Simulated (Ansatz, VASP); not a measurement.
Two plane-wave programs on SnTe

```
Sn Te
1.0
     0.00000    3.61115    3.64726
     3.61115    0.00000    3.64726
     3.61115    3.61115    0.00000
Sn Te
1 1
Cartesian
  0.0000 0.0000 0.0000
  5.4167 5.4167 5.4709
```

Alike in both runs: task single point; functional r2SCAN; dispersion D4; k mesh 5 × 5 × 5; occupations fermi-dirac, width 0.05 eV; no spin polarisation.

|  | VASP | Ansatz |
| --- | --- | --- |
| version | VASP 6.6.1 | Ansatz 0.2.0 |
| potentials or method | VASP PAW PBE potentials, release 64 (Sn_d, Te), cutoff 520 eV | plane waves, PAW |
| valence electrons in the cell | 20 | 30 |

|  | VASP | Ansatz | Ansatz less VASP |
| --- | --- | --- | --- |
| pressure (GPa) | -1.2 | -1.2 | +0.01 |

VASP's potentials were made for PBE, not for r2SCAN. VASP's potentials hold 20 valence electrons a cell and Ansatz's 30, so a difference there can come from the potentials and not from the codes. Ansatz's warnings: stress scf threshold loose.

Neither program's run includes spin-orbit coupling.
